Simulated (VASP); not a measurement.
# Ti4C3 in VASP: notebook

The runs below take Ti4C3 through single point, with PBE.

All numbers are computed with VASP 6.6.1; they aren't measurements. Logs are shortened: lines on timing, memory, paths and dates and some standing lists are left out, and cuts for length are marked.

## (1) The cell of the first run

The typed cell holds 7 atoms: a = 4.885 Å, b = 4.885 Å, c = 3.767 Å, α = 90.00°, β = 90.00°, γ = 120.00°.

The cell was built from a structure type or drawn by symmetry, and may not be a known phase.

## (2) Single point, PBE

File INCAR:

```
PREC     = Accurate       # precision mode
ENCUT    = 600            # plane-wave cutoff, eV
EDIFF    = 1E-6           # SCF threshold, eV
ISMEAR   = 0              # smearing method
SIGMA    = 0.2            # smearing width, eV
LREAL    = False          # projectors in reciprocal space
LASPH    = True           # aspherical terms in the spheres
NELM     = 120            # most SCF steps
ALGO     = Normal         # electronic algorithm
ISIF     = 2              # what is computed and relaxed
LWAVE    = False          # write WAVECAR
LCHARG   = True           # write CHGCAR
GGA      = PE             # functional
LELF     = True           # ELF
LVHAR    = True         
NBANDS   = 39             # bands
GGA_COMPAT= False
```

File KPOINTS:

```
Automatic mesh
0
Gamma
  4 4 3
```

File POSCAR:

```
Ti4C3
1.0
    4.8847505542      0.0000000031      0.0000000000
   -2.4423752798      4.2303180695      0.0000000000
    0.0000000000      0.0000000000      3.7666840411
Ti C
4 3
Direct
    0.5000000000      0.0000000000      0.0000000000
    0.0000000000      0.5000000000      0.0000000000
    0.5000000000      0.5000000000      0.0000000000
    0.0000000000      0.0000000000      0.5000000000
    0.0000000000      0.0000000000      0.0000000000
    0.3333333333      0.6666666667      0.4997993033
    0.6666666667      0.3333333333      0.5002006967
```

Potentials or basis: VASP PAW PBE potentials, release 64 (Ti_sv, C).

On the command line:

```bash
> cat potpaw_PBE.64/Ti_sv/POTCAR potpaw_PBE.64/C/POTCAR > POTCAR
> mpirun -np 1 vasp_std > vasp.out
```

OUTCAR:

```text
PREC = Accurate
   ENCUT = 600
   EDIFF = 1E-6
   ISMEAR = 0
   LREAL = False
   LASPH = True
   NELM = 120
   ISIF = 2
   GGA = PE

 ion  position               nearest neighbor table
   1  0.500  0.000  0.000-   6 2.35   7 2.35   7 2.35   6 2.35   2 2.44   2 2.44   3 2.44   3 2.44
                             5 2.44   5 2.44
   2  0.000  0.500  0.000-   6 2.35   7 2.35   7 2.35   6 2.35   1 2.44   1 2.44   5 2.44   5 2.44
                             3 2.44   3 2.44
   3  0.500  0.500  0.000-   6 2.35   7 2.35   7 2.35   6 2.35   5 2.44   5 2.44   1 2.44   1 2.44
                             2 2.44   2 2.44
   4  0.000  0.000  0.500-   5 1.88   5 1.88
   5  0.000  0.000  0.000-   4 1.88   4 1.88   3 2.44   3 2.44   2 2.44   2 2.44   1 2.44   1 2.44

   6  0.333  0.667  0.500-   1 2.35   2 2.35   3 2.35   1 2.35   2 2.35   3 2.35
   7  0.667  0.333  0.500-   1 2.35   2 2.35   3 2.35   1 2.35   2 2.35   3 2.35

  LATTYP: Found a hexagonal cell.
 ALAT       =     4.8847505542
 C/A-ratio  =     0.7711108273

  Lattice vectors:

 A1 = (   4.8847505542,   0.0000000031,   0.0000000000)
 A2 = (  -2.4423752798,   4.2303180695,   0.0000000000)
 A3 = (   0.0000000000,   0.0000000000,   3.7666840411)

Analysis of symmetry for initial positions (statically):
=====================================================================
 Subroutine PRICEL returns:
 Original cell was already a primitive cell.

 Routine SETGRP: Setting up the symmetry group for a
 hexagonal supercell.

 Subroutine GETGRP returns: Found 12 space group operations
 (whereof 12 operations were pure point group operations)
 out of a pool of 24 trial point group operations.

The static configuration has the point symmetry D_3d.

Analysis of symmetry for dynamics (positions and initial velocities):
=====================================================================
 Subroutine PRICEL returns:
 Original cell was already a primitive cell.

 Routine SETGRP: Setting up the symmetry group for a
 hexagonal supercell.

 Subroutine GETGRP returns: Found 12 space group operations
 (whereof 12 operations were pure point group operations)
 out of a pool of 24 trial point group operations.

The dynamic configuration has the point symmetry D_3d.

 Subroutine INISYM returns: Found 12 space group operations
 (whereof 12 operations are pure point group operations),
 and found     1 'primitive' translations

----------------------------------------------------------------------------------------
[... 92 lines left out ...]
   NFREE  =      0    steps in history (QN), initial steepest desc. (CG)
   ISIF   =      2    stress and relaxation
   ISYM   =      2    0-nonsym 1-usesym 2-fastsym
   POTIM  = 0.5000    time-step for ionic-motion
   TEBEG  =    0.0;   TEEND  =   0.0 temperature during run
   PSTRESS=    0.0 pullay stress
   NELECT =      60.0000    total number of electrons
   NUPDOWN=      -1.0000    fix difference up-down
   EMIN   =  10.00;   EMAX   =-10.00  energy-range for DOS
   EFERMI =   0.00;   METHOD = LEGACY
   ISMEAR =     0;   SIGMA  =   0.20  broadening in eV -4-tet -1-fermi 0-gaus
   EFERMI_NEDOS =   21; number of points for ismear=-14 and -15
   IALGO  =     38    algorithm
   IMIX   =      4    mixing-type and parameters
     AMIX     =   0.40;   BMIX     =  1.00
     AMIX_MAG =   1.60;   BMIX_MAG =  1.00
  volume/ion in A,a.u.               =      11.12        75.04
  Fermi-wavevector in a.u.,A,eV,Ry     =   1.501068  2.836607 30.656719  2.253205
  Thomas-Fermi vector in A             =   2.612487
   LORBIT       =      0    0 simple, 1 ext, 2 COOP (PROOUT), +10 PAW based schemes
   GGA     = PE    functional components
   LHFCALC =     F    Hartree Fock is set to
   AEXX    =    0.0000 exact exchange contribution
   IVDW    =     0    specifies the selected vdW correction
   LEPSILON=     F    determine dielectric tensor
   LRPA    =     F    only Hartree local field effects (RPA)
 non-spin polarized calculation
 Gauss-broadening in eV      SIGMA  =   0.20
  energy-cutoff  :      600.00
  volume of cell :       77.83
 maximum number of plane-waves:      2611
 NGX is ok and might be reduce to    40
   NGX = 19   NGY = 19   NGZ = 15

 number of electron      59.9999981 magnetization

 Free energy of the ion-electron system (eV)
  ---------------------------------------------------
  ext. energy  EPLUGINS =         0.00000000
  ---------------------------------------------------
  free energy    TOTEN  =       -59.04808023 eV

  energy without entropy =      -58.95767172  energy(sigma->0) =      -59.00287597

 E-fermi :   9.4206     XC(G=0): -12.4520

 val. band max:        9.3490715097   @ k =   0.2500   0.2500   0.3333
 cond. band min:       9.4913751437   @ k =   0.2500   0.0000   0.0000
 fundamental gap:      0.1423036340
 Fermi energy:         9.4206199415

 k-point     1 :       0.0000    0.0000    0.0000
  band No.  band energies     occupation
      1     -47.5014      2.00000
      2     -47.0868      2.00000
      3     -46.6837      2.00000
      4     -46.6837      2.00000
      5     -24.3846      2.00000
      6     -23.9163      2.00000
[... 367 lines left out ...]
     38      12.5990      0.00000
     39      12.6989      0.00000

------------------------ aborting loop because EDIFF is reached ----------------------------------------

  FORCE on cell =-STRESS in cart. coord.  units (eV):
  Direction    XX          YY          ZZ          XY          YZ          ZX
  --------------------------------------------------------------------------------------
  -------------------------------------------------------------------------------------
  Total        0.1680066      0.1680066     -0.0307692     -0.0000000      0.0000000      0.0000000
  in kB        3.4582964      3.4582964     -0.6333620     -0.0000000      0.0000000      0.0000000
  external PRESSURE =       2.0944102 kB  Pullay stress =       0.0000000 kB

 VOLUME and BASIS-vectors are now :
 -----------------------------------------------------------------------------
  energy-cutoff  :      600.00
  volume of cell :       77.83
      direct lattice vectors                 reciprocal lattice vectors
     4.884750554  0.000000003  0.000000000     0.204718744  0.118194422  0.000000000
    -2.442375280  4.230318070  0.000000000    -0.000000000  0.236388844  0.000000000
     0.000000000  0.000000000  3.766684041     0.000000000  0.000000000  0.265485501

 POSITION                                       TOTAL-FORCE (eV/Angst)
 -----------------------------------------------------------------------------------
      2.44238      0.00000      0.00000        -0.000000      0.000000      0.000000
     -1.22119      2.11516      0.00000        -0.000000      0.000000      0.000000
      1.22119      2.11516      0.00000        -0.000000      0.000000      0.000000
      0.00000      0.00000      1.88334        -0.000000      0.000000      0.000000
      0.00000      0.00000      0.00000        -0.000000      0.000000      0.000000
     -0.00000      2.82021      1.88259        -0.000000      0.000000      0.008458
      2.44238      1.41011      1.88410         0.000000     -0.000000     -0.008458
 -----------------------------------------------------------------------------------
    total drift:                               -0.000000      0.000000     -0.000000

  FREE ENERGIE OF THE ION-ELECTRON SYSTEM (eV)
  ---------------------------------------------------
  free  energy   TOTEN  =       -59.0480802276 eV

  energy  without entropy=      -58.9576717199  energy(sigma->0) =      -59.00287597
```

It took 33 s on 1 thread of AMD EPYC 9R45 (Zen 5), shared host; peak memory 0.18 GiB.

What came out:

```
Free energy            : -59.0481 eV
Pressure               : 0.2 GPa
Largest force          : 0.008 eV/Å
Band gap on the k mesh : zero (bands 30 and 31 overlap by 1.23 eV)
```

Forces in eV/Å, atoms in the order of the input:
```
Ti   0.000  0.000  0.000
Ti   0.000  0.000  0.000
Ti   0.000  0.000  0.000
Ti   0.000  0.000  0.000
C    0.000  0.000  0.000
C    0.000  0.000  0.008
C    0.000  0.000 -0.008
```

Caveat: the k points lie up to 0.56 Å⁻¹ apart, too coarse for converged energies and pressures of a metal.

## (3) Single point, PBE

This run uses another cell than the first one, of 16.19 Å³/atom.

File INCAR:

```
SYSTEM = Ti4C3
ALGO = Normal
EDIFF = 1E-6
ENCUT = 600
GGA = PE
GGA_COMPAT = .FALSE.
ISIF = 2
ISMEAR = 0
LASPH = .TRUE.
LCHARG = .FALSE.
LREAL = .FALSE.
LWAVE = .FALSE.
NBANDS = 39
NELM = 120
PREC = Accurate
SIGMA = 0.2
```

File KPOINTS:

```
k-points
0
G
  4 4 3
  0 0 0
```

File POSCAR:

```
Ti4C3
1.0
    4.5008672001      0.0000000000      0.0000000000
   -2.2504336001      3.8978653344      0.0000000000
    0.0000000000      0.0000000000      6.4593477228
Ti C
4 3
Direct
    0.3333333333      0.6666666667      0.3042359702
    0.3333333333      0.6666666667      0.6957640298
    0.6666666667      0.3333333333      0.6957640298
    0.6666666667      0.3333333333      0.3042359702
    0.3333333333      0.6666666667      0.0000000000
    0.6666666667      0.3333333333      0.0000000000
    0.0000000000      0.0000000000      0.0000000000
```

Potentials or basis: VASP PAW PBE potentials, release 64 (Ti_sv, C).

On the command line:

```bash
> cat potpaw_PBE.64/Ti_sv/POTCAR potpaw_PBE.64/C/POTCAR > POTCAR
> mpirun -np 1 vasp_std > vasp.out
```

Wall time 36 s (1 thread of AMD EPYC 9R45 (Zen 5), shared host); peak memory 0.22 GiB.

It converged, with:

```yaml
Free_energy: -43.7510 eV
Pressure: -0.1 GPa
Largest_force: 0.018 eV/Å
Band_gap_on_the_k_mesh: zero (bands 30 and 31 overlap by 0.12 eV)
```

Forces on the atoms (eV/Å):
```
Ti   0.000  0.000  0.018
Ti   0.000  0.000 -0.018
Ti   0.000  0.000 -0.018
Ti   0.000  0.000  0.018
C    0.000  0.000  0.000
C    0.000  0.000  0.000
C    0.000  0.000  0.000
```

Stress tensor (GPa, compression positive):
```
-0.17  0.00  0.00
 0.00 -0.17  0.00
 0.00  0.00  0.06
```

Levels at points of the mesh, in eV from the Fermi level:
```csv
k point,band 27,band 28,band 29,band 30,band 31,band 32,band 33,band 34
"(0.00, 0.00, 0.00)",-0.94,-0.07,-0.07,0.13,0.47,0.47,1.00,1.00
"(0.50, 0.00, 0.00)",-0.72,-0.40,-0.20,-0.18,0.14,0.18,0.31,0.97
```

Caveat: the k points lie up to 0.40 Å⁻¹ apart.
